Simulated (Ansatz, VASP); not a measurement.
## Two plane-wave programs on AlGa2Sb3

```
Al Ga Sb
1.0
     6.12968    0.00000    0.00000
    -3.06484    5.30846    0.00000
     0.00000    0.00000    4.34468
Al Ga Sb
1 2 3
Direct
  0.00000 0.00000 0.00000
  0.33333 0.66667 0.00000
  0.66667 0.33333 0.00000
  0.50000 0.00000 0.50000
  0.00000 0.50000 0.50000
  0.50000 0.50000 0.50000
```

Change from the starting cell: species swapped into the NdAl2Pt3 type (P6/mmm, No. 191).

Alike in both runs: task single point; functional PBE; k mesh 3 × 3 × 4; occupations gaussian, width 0.1 eV; no spin polarisation.

|  | VASP | Ansatz |
| --- | --- | --- |
| version | VASP 6.6.1 | Ansatz 0.2.0 |
| potentials or method | VASP PAW PBE potentials, release 64 (Al, Ga_d, Sb), cutoff 520 eV | scalar-relativistic, plane waves, PAW |
| valence electrons in the cell | 44 | 74 |

VASP gave:

| Quantity | Value |
| --- | --- |
| gap on the k mesh at the Fermi level (eV) | none |
| pressure (GPa) | 11.8 |
| traceless stress, the component that is largest in VASP (GPa) | 0.27 |

Problem. Which values does Ansatz return?

Solution. gap on the k mesh at the Fermi level (eV): none; pressure (GPa): 11.8; traceless stress, the component that is largest in VASP (GPa): 0.25.

A gap of «none» marks a metal or a gap that the smearing closes. VASP's potentials hold 44 valence electrons a cell and Ansatz's 74, so a difference there can come from the potentials and not from the codes.

The k mesh is coarse, so the values compare programs but aren't converged. Neither program's run includes spin-orbit coupling.
